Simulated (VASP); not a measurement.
FeCo:

```
CELL_PARAMETERS angstrom
2.84885 0.00000 0.00000
0.00000 2.84885 0.00000
0.00000 0.00000 2.84885
ATOMIC_POSITIONS crystal
Fe 0.50000 0.50000 0.50000
Co 0.00000 0.00000 0.00000
```

Base run:

- Program: VASP 6.6.1
- Functional: PBE
- Potentials or basis: VASP PAW PBE potentials, release 64 (Fe, Co)
- Cutoff: 600 eV
- k mesh: 8 × 8 × 8
- Occupations: methfessel-paxton, width 0.1 eV
- Spin: collinear spin, ferromagnetic start
- Starting moments: [3.5, 2.5] μB

Its results: pressure -0.5 GPa; net moment 4.64 μB per cell; site moments Fe +2.84; Co +1.80 μB.

Q: The run is repeated on the same cell with these changes: functional from PBE to r2SCAN; cutoff from 600 eV to 660 eV; k mesh from 8 × 8 × 8 to 11 × 11 × 11. What comes out?

A: Pressure -2.3 GPa; net moment 4.84 μB per cell; site moments Fe +3.06; Co +1.89 μB.

Several settings changed at once.

Caveats: the PAW data sets were made with another functional, which shifts forces and pressure a little (at least some runs).
